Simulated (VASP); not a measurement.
Input of a VASP 6.6.1 run:

Contents of INCAR:

```
SYSTEM = Ga
PREC = Accurate
ENCUT = 500
EDIFF = 1E-6
ISMEAR = -1
SIGMA = 0.1
LREAL = .False.
LASPH = .True.
NELM = 120
ALGO = Normal
ISIF = 2
LWAVE = .False.
LCHARG = .False.
GGA = PE
IVDW = 12
NBANDS = 12
GGA_COMPAT = .False.
```

The input KPOINTS:

```
Automatic mesh
0
Gamma
  8 8 8
  0 0 0
```

POSCAR

```
Ga
1.0
   -1.5119241805      1.5119241805      1.5119241805
    1.5119241805     -1.5119241805      1.5119241805
    1.5119241805      1.5119241805     -1.5119241805
Ga
1
Direct
    0.0000000000      0.0000000000      0.0000000000
```

Potentials or basis: VASP PAW PBE potentials, release 64 (Ga_d).

Run with:

```console
$ cat potpaw_PBE.64/Ga_d/POTCAR > POTCAR
$ mpirun -np 1 vasp_std > vasp.out
```

**Question.** Predict the band gap on the k mesh.

**Answer.** Zero (an odd number of electrons rules out a gap without spin polarisation).

**Question.** Estimate the pressure.

**Answer.** 30.4 GPa.

Caveat: the k points lie up to 0.37 Å⁻¹ apart, too coarse for converged energies and pressures of a metal.
